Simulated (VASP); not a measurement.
Write the native input for VASP 6.6.1 that does the following.

```yaml
Task: relaxation of cell and atoms
Functional: PBE-based screened hybrid with 25 % exact exchange
Potentials_or_basis: VASP PAW PBE potentials, release 64 (Hg, Te)
Cutoff: 600 eV
k_mesh: 4 × 4 × 4
Occupations: fermi-dirac, width 0.05 eV
Spin: no spin polarisation
Dipole_correction: no
Grid_for_exact_exchange_PRECFOCK: Normal
Share_of_exact_exchange: 0.25
Further_INCAR_settings: ALGO = Normal; EDIFF = 1e-07; IBRION = 2; EDIFFG = -0.01; NSW = 60; ISIF = 3
Screening_parameter: 0.3 1/Å
```

Crystal: HgTe.

```
Hg Te
1.0
     0.00000    3.18000    3.18000
     3.18000    0.00000    3.18000
     3.18000    3.18000    0.00000
Hg Te
1 1
Direct
  0.00000 0.00000 0.00000
  0.50000 0.50000 0.50000
```

These files were run (other wordings do the same):

POSCAR

```
HgTe
1.0
    0.0000000000      3.1800000000      3.1800000000
    3.1800000000      0.0000000000      3.1800000000
    3.1800000000      3.1800000000      0.0000000000
Hg Te
1 1
Direct
    0.0000000000      0.0000000000      0.0000000000
    0.5000000000      0.5000000000      0.5000000000
```

INCAR.step1

```
ALGO = Normal ; EDIFF = 1E-5
ENCUT = 600 ; GGA = PE
ISMEAR = -1 ; LASPH = True
LCHARG = False ; LREAL = False
LWAVE = True ; NBANDS = 16
NELM = 80 ; PREC = Accurate
SIGMA = 0.05
```

INCAR.step2

```
AEXX = 0.25 ; ALGO = Normal
EDIFF = 1E-7 ; EDIFFG = -0.01
ENCUT = 600 ; GGA = PE
HFSCREEN = 0.3 ; IBRION = 2
ISIF = 3 ; ISMEAR = -1
ISTART = 1 ; LASPH = True
LCHARG = False ; LHFCALC = True
LREAL = False ; LWAVE = False
NELM = 80 ; NSW = 60
PREC = Accurate ; PRECFOCK = Normal
SIGMA = 0.05
```

KPOINTS

```
k-points
0
Gamma
  4 4 4
```

Potentials or basis: VASP PAW PBE potentials, release 64 (Hg, Te).

Command:

```console
$ cat potpaw_PBE.64/Hg/POTCAR potpaw_PBE.64/Te/POTCAR > POTCAR
$ cp INCAR.step1 INCAR
$ mpirun -np 1 vasp_std > vasp.out
$ cp INCAR.step2 INCAR
$ mpirun -np 1 vasp_std > vasp.out
```

Results of the run:

* Relaxed volume: 28.87 Å³/atom
* Relaxed cell: a = 4.338 Å, b = 4.338 Å, c = 4.338 Å, α = 60.00°, β = 60.00°, γ = 60.00°
* Space group after relaxing (to 0.1 Å): Fm-3m (No. 225)
* Energy gained by relaxing: 47.0 meV/atom
* Ionic steps: 3
* Pressure after relaxing: 0.0 GPa
* Band gap on the k mesh: zero (bands 9 and 10 overlap by 2.61 eV)

Caveat: the k points lie up to 0.44 Å⁻¹ apart in the final cell, too coarse for converged energies and pressures of a metal; the PAW data sets were made with another functional, which shifts forces and pressure a little; spin-orbit coupling is left out, which moves the levels of the heavy elements.

Wall time 48 min on 1 thread of Intel(R) Xeon(R) Platinum 8375C CPU @ 2.90GHz (Ice Lake) (shared host), peak memory 0.35 GiB.
